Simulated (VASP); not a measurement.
Here is a VASP 6.6.1 calculation.

INCAR

```
PREC = Accurate
ENCUT = 520
EDIFF = 1E-6
ISMEAR = 0
SIGMA = 0.03
LREAL = False
LASPH = True
NELM = 100
ALGO = Normal
ISIF = 2
LWAVE = False
LCHARG = False
GGA = PE
IVDW = 12
NBANDS = 19
```

File KPOINTS:

```
Automatic mesh
0
Gamma
  12 12 8
```

Contents of POSCAR:

```
TiTe2
1.0
    3.5451619420      0.0000000000      0.0000000000
   -1.7725809710      3.0702003023      0.0000000000
    0.0000000000      0.0000000000      6.0990044158
Ti Te
1 2
Direct
    0.0000000000      0.0000000000      0.0000000000
    0.3333333333      0.6666666667      0.2853606030
    0.6666666667      0.3333333333      0.7146393970
```

Potentials or basis: VASP PAW PBE potentials, release 64 (Ti_sv, Te).

The run is started by

```console
$ cat potpaw_PBE.64/Ti_sv/POTCAR potpaw_PBE.64/Te/POTCAR > POTCAR
$ mpirun -np 1 vasp_std > vasp.out
```

(1) What does it give for the band gap on the k mesh?

(2) What does it give for the pressure?

(3) What does it give for the dispersion energy per atom?

(4) Predict the largest force.

Answers

(1) zero (bands 12 and 13 overlap by 0.94 eV).

(2) 7.9 GPa.

(3) -0.595 eV.

(4) 0.012 eV/Å.

Caveat: the cell stands under pressure; spin-orbit coupling is left out, which moves the levels of the heavy elements.
